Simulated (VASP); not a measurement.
# B2W (P6/mmm) in VASP: a series of runs, part 2 of 3

VASP 6.6.1. Earlier steps stand in the parts before.

## 3. Single point, LDA (zz strain of +2 %)

The input, INCAR:

```
PREC = Accurate
ENCUT = 520
EDIFF = 1E-6
ISMEAR = -1
SIGMA = 0.05
LREAL = False
LASPH = True
NELM = 60
ALGO = Normal
ISIF = 2
LWAVE = False
LCHARG = True
GGA = CA
LELF = True
LVHAR = True
NBANDS = 17
```

The input, KPOINTS:

```
Automatic mesh
0
Gamma
  14 14 12
```

The input, POSCAR:

```
B2W
1.0
    3.0200014205      0.0000000000      0.0000000000
   -1.5100007103      2.6153979496      0.0000000000
    0.0000000000      0.0000000000      3.1110000000
B W
2 1
Direct
    0.3333333333      0.6666666667      0.5000000000
    0.6666666667      0.3333333333      0.5000000000
    0.0000000000      0.0000000000      0.0000000000
```

Potentials or basis: VASP PAW LDA potentials, release 64 (B, W_sv).

On the command line:

```sh
$ cat potpaw_LDA.64/B/POTCAR potpaw_LDA.64/W_sv/POTCAR > POTCAR
$ mpirun -np 1 vasp_std > vasp.out
```

OUTCAR:

```text
PREC = Accurate
   ENCUT = 520
   EDIFF = 1E-6
   ISMEAR = -1
   LREAL = False
   LASPH = True
   NELM = 60
   ISIF = 2
   GGA = CA

 ion  position               nearest neighbor table
   1  0.333  0.667  0.500-   2 1.74   2 1.74   2 1.74   3 2.34   3 2.34   3 2.34   3 2.34   3 2.34
                             3 2.34
   2  0.667  0.333  0.500-   1 1.74   1 1.74   1 1.74   3 2.34   3 2.34   3 2.34   3 2.34   3 2.34
                             3 2.34
   3  0.000  0.000  0.000-   1 2.34   2 2.34   1 2.34   2 2.34   2 2.34   2 2.34   1 2.34   1 2.34
                             2 2.34   2 2.34   1 2.34   1 2.34

  LATTYP: Found a hexagonal cell.
 ALAT       =     3.0200014205
 C/A-ratio  =     1.0301319658

  Lattice vectors:

 A1 = (   3.0200014205,   0.0000000000,   0.0000000000)
 A2 = (  -1.5100007103,   2.6153979496,   0.0000000000)
 A3 = (   0.0000000000,   0.0000000000,   3.1110000000)

Analysis of symmetry for initial positions (statically):
=====================================================================
 Subroutine PRICEL returns:
 Original cell was already a primitive cell.

 Routine SETGRP: Setting up the symmetry group for a
 hexagonal supercell.

 Subroutine GETGRP returns: Found 24 space group operations
 (whereof 24 operations were pure point group operations)
 out of a pool of 24 trial point group operations.

The static configuration has the point symmetry D_6h.

Analysis of symmetry for dynamics (positions and initial velocities):
=====================================================================
 Subroutine PRICEL returns:
 Original cell was already a primitive cell.

 Routine SETGRP: Setting up the symmetry group for a
 hexagonal supercell.

 Subroutine GETGRP returns: Found 24 space group operations
 (whereof 24 operations were pure point group operations)
 out of a pool of 24 trial point group operations.

The dynamic configuration has the point symmetry D_6h.

 Subroutine INISYM returns: Found 24 space group operations
 (whereof 24 operations are pure point group operations),
 and found     1 'primitive' translations

----------------------------------------------------------------------------------------

                                     Primitive cell

  volume of cell :      24.5723

  direct lattice vectors                    reciprocal lattice vectors
     3.020001420  0.000000000  0.000000000     0.331125672  0.191175496  0.000000000
    -1.510000710  2.615397950  0.000000000     0.000000000  0.382350992  0.000000000
     0.000000000  0.000000000  3.111000000     0.000000000  0.000000000  0.321440051

  length of vectors
     3.020001420  3.020001421  3.111000000     0.382350992  0.382350992  0.321440051

  position of ions in fractional coordinates (direct lattice)
     0.333333333  0.666666667  0.500000000
     0.666666667  0.333333333  0.500000000
     0.000000000  0.000000000  0.000000000

  ion indices of the primitive-cell ions
   primitive index   ion index
                 1           1
                 2           2
                 3           3

----------------------------------------------------------------------------------------

 KPOINTS: Automatic mesh

Automatic generation of k-mesh.
 Grid dimensions read from file:
 generate k-points for:   14   14   12

 Generating k-lattice:

  Cartesian coordinates                     Fractional coordinates (reciprocal lattice)
     0.023651834  0.013655393  0.000000000     0.071428571  0.000000000  0.000000000
     0.000000000  0.027310785  0.000000000     0.000000000  0.071428571  0.000000000
     0.000000000  0.000000000  0.026786671     0.000000000  0.000000000  0.083333333

  Length of vectors
     0.027310785  0.027310785  0.026786671

  Shift w.r.t. Gamma in fractional coordinates (k-lattice)
     0.000000000  0.000000000  0.000000000

 Subroutine IBZKPT returns following result:
 ===========================================

 Found    168 irreducible k-points:

 Following reciprocal coordinates:
            Coordinates               Weight
  0.000000  0.000000  0.000000      1.000000
  0.071429  0.000000  0.000000      6.000000
  0.142857  0.000000  0.000000      6.000000
  0.214286  0.000000  0.000000      6.000000
  0.285714  0.000000  0.000000      6.000000
  0.357143  0.000000  0.000000      6.000000
[... 16 lines left out ...]
  0.285714  0.285714  0.000000      6.000000
  0.357143  0.285714  0.000000      6.000000
 [... further k-points ...]
   k-points           NKPTS =    168   k-points in BZ     NKDIM =    168   number of bands    NBANDS=     17
   number of dos      NEDOS =    301   number of ions     NIONS =      3
   total plane-waves  NPLWV =  13824
   dimension x,y,z NGX =    24 NGY =   24 NGZ =   24
   dimension x,y,z NGXF=    48 NGYF=   48 NGZF=   48
   ions per type =               2   1
   NGX,Y,Z   is equivalent  to a cutoff of  13.21, 13.21, 12.83 a.u.
   NGXF,Y,Z  is equivalent  to a cutoff of  26.42, 26.42, 25.65 a.u.
 SYSTEM =  unknown system
   PREC   = accura    normal or accurate (medium, high low for compatibility)
   ISTART =      0    job   : 0-new  1-cont  2-samecut
   ICHARG =      2    charge: 1-file 2-atom 10-const
   ISPIN  =      1    spin polarized calculation?
   LNONCOLLINEAR =      F non collinear calculations
   LSORBIT =      F    spin-orbit coupling
   LASPH  =      T    aspherical Exc in radial PAW
   ENCUT  =  520.0 eV  38.22 Ry    6.18 a.u.   5.62  5.62  5.78*2*pi/ulx,y,z
   NELM   =     60;   NELMIN=  2; NELMDL= -5     # of ELM steps
   EDIFF  = 0.1E-05   stopping-criterion for ELM
   LREAL  =      F    real-space projection
   EDIFFG = 0.1E-04   stopping-criterion for IOM
   NSW    =      0    number of steps for IOM
   IBRION =     -1    ionic relax: 0-MD 1-quasi-New 2-CG
   NFREE  =      0    steps in history (QN), initial steepest desc. (CG)
   ISIF   =      2    stress and relaxation
   ISYM   =      2    0-nonsym 1-usesym 2-fastsym
   POTIM  = 0.5000    time-step for ionic-motion
   TEBEG  =    0.0;   TEEND  =   0.0 temperature during run
   PSTRESS=    0.0 pullay stress
   NELECT =      20.0000    total number of electrons
   NUPDOWN=      -1.0000    fix difference up-down
   EMIN   =  10.00;   EMAX   =-10.00  energy-range for DOS
   EFERMI =   0.00;   METHOD = LEGACY
   ISMEAR =    -1;   SIGMA  =   0.05  broadening in eV -4-tet -1-fermi 0-gaus
   EFERMI_NEDOS =   21; number of points for ismear=-14 and -15
   IALGO  =     38    algorithm
   IMIX   =      4    mixing-type and parameters
     AMIX     =   0.40;   BMIX     =  1.00
     AMIX_MAG =   1.60;   BMIX_MAG =  1.00
  volume/ion in A,a.u.               =       8.19        55.27
  Fermi-wavevector in a.u.,A,eV,Ry     =   1.528516  2.888475 31.788103  2.336360
  Thomas-Fermi vector in A             =   2.636264
   LORBIT       =      0    0 simple, 1 ext, 2 COOP (PROOUT), +10 PAW based schemes
   GGA     = CA    functional components
   LHFCALC =     F    Hartree Fock is set to
   AEXX    =    0.0000 exact exchange contribution
   IVDW    =     0    specifies the selected vdW correction
   LEPSILON=     F    determine dielectric tensor
   LRPA    =     F    only Hartree local field effects (RPA)
 non-spin polarized calculation
  energy-cutoff  :      520.00
  volume of cell :       24.57
 maximum number of plane-waves:       684
 NGX is ok and might be reduce to    24
   NGX = 11   NGY = 11   NGZ = 11

 number of electron      20.0000001 magnetization

 Free energy of the ion-electron system (eV)
  ---------------------------------------------------
  ext. energy  EPLUGINS =         0.00000000
  ---------------------------------------------------
  free energy    TOTEN  =       -29.35626968 eV

  energy without entropy =      -29.34488892  energy(sigma->0) =      -29.35057930

 E-fermi :  13.3347     XC(G=0): -14.0532

 val. band max:       13.3276698904   @ k =   0.0714   0.0000   0.3333
 cond. band min:      13.3405450876   @ k =   0.2143   0.0714   0.3333
 fundamental gap:      0.0128751972
 Fermi energy:        13.3346537783

 k-point     1 :       0.0000    0.0000    0.0000
  band No.  band energies     occupation
      1     -61.3869      2.00000
      2     -26.0071      2.00000
      3     -25.6985      2.00000
      4     -25.6985      2.00000
      5      -3.0915      2.00000
      6       7.2538      2.00000
[... 457 lines left out ...]
      4     -25.9000      2.00000
      5       2.3106      2.00000
      6       2.7093      2.00000
[... 9 lines left out ...]
     16      23.5297      0.00000
     17      24.8846      0.00000

 [... further k-points ...]

------------------------ aborting loop because EDIFF is reached ----------------------------------------

  FORCE on cell =-STRESS in cart. coord.  units (eV):
  Direction    XX          YY          ZZ          XY          YZ          ZX
  --------------------------------------------------------------------------------------
  -------------------------------------------------------------------------------------
  Total        1.7987643      1.7987643      3.6197029     -0.0000000     -0.0000000     -0.0000000
  in kB      117.2843034    117.2843034    236.0144388     -0.0000000     -0.0000000     -0.0000000
  external PRESSURE =     156.8610152 kB  Pullay stress =       0.0000000 kB

 VOLUME and BASIS-vectors are now :
 -----------------------------------------------------------------------------
  energy-cutoff  :      520.00
  volume of cell :       24.57
      direct lattice vectors                 reciprocal lattice vectors
     3.020001420  0.000000000  0.000000000     0.331125672  0.191175496  0.000000000
    -1.510000710  2.615397950  0.000000000     0.000000000  0.382350992  0.000000000
     0.000000000  0.000000000  3.111000000     0.000000000  0.000000000  0.321440051

 POSITION                                       TOTAL-FORCE (eV/Angst)
 -----------------------------------------------------------------------------------
     -0.00000      1.74360      1.55550        -0.000000      0.000000      0.000000
      1.51000      0.87180      1.55550         0.000000      0.000000      0.000000
      0.00000      0.00000      0.00000         0.000000      0.000000      0.000000
 -----------------------------------------------------------------------------------
    total drift:                               -0.000000      0.000000      0.000000

  FREE ENERGIE OF THE ION-ELECTRON SYSTEM (eV)
  ---------------------------------------------------
  free  energy   TOTEN  =       -29.3562696821 eV

  energy  without entropy=      -29.3448889167  energy(sigma->0) =      -29.35057930
```

OSZICAR:

```text
N       E                     dE             d eps       ncg     rms          rms(c)
DAV:   1     0.117888825591E+03    0.11789E+03   -0.10357E+04  5712   0.128E+03
DAV:   2    -0.291155591556E+02   -0.14700E+03   -0.14331E+03  6600   0.346E+02
DAV:   3    -0.330161694443E+02   -0.39006E+01   -0.38526E+01  6910   0.521E+01
DAV:   4    -0.330373969425E+02   -0.21227E-01   -0.21201E-01  6792   0.403E+00
DAV:   5    -0.330375177774E+02   -0.12083E-03   -0.12083E-03  6965   0.310E-01    0.351E+01
DAV:   6    -0.294053702244E+02    0.36321E+01   -0.14352E+01  6483   0.268E+01    0.946E+00
DAV:   7    -0.293755983243E+02    0.29772E-01   -0.33675E-01  6069   0.482E+00    0.620E+00
DAV:   8    -0.293567967095E+02    0.18802E-01   -0.14672E-02  7080   0.124E+00    0.331E-01
DAV:   9    -0.293562873776E+02    0.50933E-03   -0.91706E-04  6434   0.281E-01    0.752E-02
DAV:  10    -0.293562692290E+02    0.18149E-04   -0.70661E-05  6898   0.668E-02    0.114E-02
DAV:  11    -0.293562696821E+02   -0.45315E-06   -0.22717E-06  5299   0.149E-02
   1 F= -.29356270E+02 E0= -.29350579E+02  d E =-.113808E-01
```

stdout:

```text
POSCAR found type information on POSCAR B W
 POSCAR found :  2 types and       3 ions
 scaLAPACK will be used
 LDA part: xc-table for (Slater(with rela. corr.)+CA(PZ))
 , standard interpolation
 POSCAR, INCAR and KPOINTS ok, starting setup
 FFT: planning ... GRIDC
 FFT: planning ... GRID_SOFT
 FFT: planning ... GRID
 WAVECAR not read
 entering main loop
```

Wall time 43 s (1 thread of Intel Xeon 8259CL, shared host); peak memory 0.18 GiB.

Results:

```
Free energy            : -29.3563 eV
Pressure               : 15.7 GPa
Band gap on the k mesh : zero (bands 10 and 11 overlap by 4.41 eV)
```

Stress tensor (GPa, compression positive):
```
11.73  0.00  0.00
 0.00 11.73  0.00
 0.00  0.00 23.60
```

Levels at points of the mesh, in eV from the Fermi level:
| k point | band 8 | band 9 | band 10 | band 11 | band 12 | band 13 |
| --- | --- | --- | --- | --- | --- | --- |
| (0.00, 0.00, 0.00) | -6.00 | -3.88 | 0.33 | 0.33 | 3.06 | 3.06 |
| (0.50, 0.00, 0.00) | -6.21 | -5.37 | -0.69 | 1.38 | 1.55 | 2.40 |
| (0.00, 0.00, 0.50) | -3.43 | -2.84 | -2.84 | -2.62 | -2.62 | 0.34 |
| (0.50, 0.00, 0.50) | -7.84 | -4.91 | 1.78 | 2.10 | 3.33 | 5.11 |

Caveat: the cell differs from its parent crystal (zz strain of +2 %); the cell stands under pressure; spin-orbit coupling is left out, which moves the levels of the heavy elements.

(Continued in part 3 of 3.)
